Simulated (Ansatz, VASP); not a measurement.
**Ni: VASP beside Ansatz**

File INCAR:

```
ALGO     = Normal         # electronic algorithm
EDIFF    = 1E-6           # SCF threshold, eV
EDIFFG   = -0.005         # ionic threshold
ENCUT    = 600            # plane-wave cutoff, eV
GGA      = CA             # functional
IBRION   = 2              # ionic algorithm
ISIF     = 3              # what is computed and relaxed
ISMEAR   = -1             # smearing method
ISPIN    = 2              # spin polarisation
LASPH    = T              # aspherical terms in the spheres
LCHARG   = F              # write CHGCAR
LMAXMIX  = 4              # l up to which the mixer works
LORBIT   = 11             # projections on sites
LREAL    = F              # projectors in reciprocal space
LWAVE    = F              # write WAVECAR
MAGMOM   = 1              # initial moments
NELM     = 150            # most SCF steps
NSW      = 80             # ionic steps
PREC     = Accurate       # precision mode
SIGMA    = 0.05           # smearing width, eV
```

File KPOINTS:

```
k-points
0
Gamma
  13 13 13
```

The input POSCAR:

```
Ni
1.0
    0.0000000000      1.7375729330      1.7375729330
    1.7375729330      0.0000000000      1.7375729330
    1.7375729330      1.7375729330      0.0000000000
Ni
1
Direct
    0.0000000000      0.0000000000      0.0000000000
```

Contents of input.yaml:

```yaml
crystal:
  lattice:
    - [0.0, 1.737572933, 1.737572933]
    - [1.737572933, 0.0, 1.737572933]
    - [1.737572933, 1.737572933, 0.0]
  atoms:
    - { symbol: Ni, position: [0.0, 0.0, 0.0], spin: 1.0 }
kpoints:
  mp_grid: { grid: [13, 13, 13] }
scf:
  occupations: { method: fermi_dirac, width: 0.05 }
hamiltonian:
  xc: lda
  pseudopotentials: { kind: all_electron, lapw: { basis_error: 0.001 } }
magnetization:
  spin_polarized: true
output:
  forces: true
  stress: true
relax:
  f_tol: 0.005
  max_steps: 60
  cell: {}
```

Alike in both runs: task relaxation of cell and atoms; functional LDA; k mesh 13 × 13 × 13; occupations fermi-dirac, width 0.05 eV; collinear spin.

|  | VASP | Ansatz |
| --- | --- | --- |
| version | VASP 6.6.1 | Ansatz 0.2.0 |
| potentials or method | VASP PAW LDA potentials, release 64 (Ni), cutoff 600 eV | all-electron LAPW, scalar-relativistic |

|  | VASP | Ansatz | Ansatz less VASP |
| --- | --- | --- | --- |
| net moment per atom (μB) | 0.61 | 0.62 | +0.006 |
| size of the moment on the site where the two differ most (μB) | 0.61 | 0.64 | +0.027 |
| relaxed volume (Å³/atom) | 10.02 | 10.03 | +0.008 |
| relaxed cell length with the largest relative difference (Å) | 2.420 | 2.421 | +0.0006 |

LDA's correlation is that of Perdew and Zunger in VASP and of Perdew and Wang (1992) in Ansatz. Site moments also hang on the region over which each program counts them. Ansatz ran all-electron here, and VASP with PAW potentials.
